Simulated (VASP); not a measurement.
Input of a VASP 6.6.1 run:

INCAR

```
PREC = Accurate ; ENCUT = 520
EDIFF = 1E-6 ; ISMEAR = 0
SIGMA = 0.1 ; LREAL = F
LASPH = T ; NELM = 80
ALGO = Normal ; ISIF = 2
LWAVE = F ; LCHARG = F
GGA = PE ; NBANDS = 16
```

The input KPOINTS:

```
regular mesh
0
Gamma
  14 14 14
```

POSCAR

```
InSb
1.0
    0.0000000000      3.2838957019      3.2838957019
    3.2838957019      0.0000000000      3.2838957019
    3.2838957019      3.2838957019      0.0000000000
In Sb
1 1
Direct
    0.0000000000      0.0000000000      0.0000000000
    0.2500000000      0.2500000000      0.2500000000
```

Potentials or basis: VASP PAW PBE potentials, release 64 (In_d, Sb).

Launch:

```bash
$ cat potpaw_PBE.64/In_d/POTCAR potpaw_PBE.64/Sb/POTCAR > POTCAR
$ mpirun -np 1 vasp_std > vasp.out
```

(1) What does it give for the pressure?

(2) What does it give for the band gap on the k mesh?

## Answers

(1) 1.2 GPa.

(2) zero (filled and empty bands touch).

Caveat: spin-orbit coupling is left out, which moves the levels of the heavy elements.
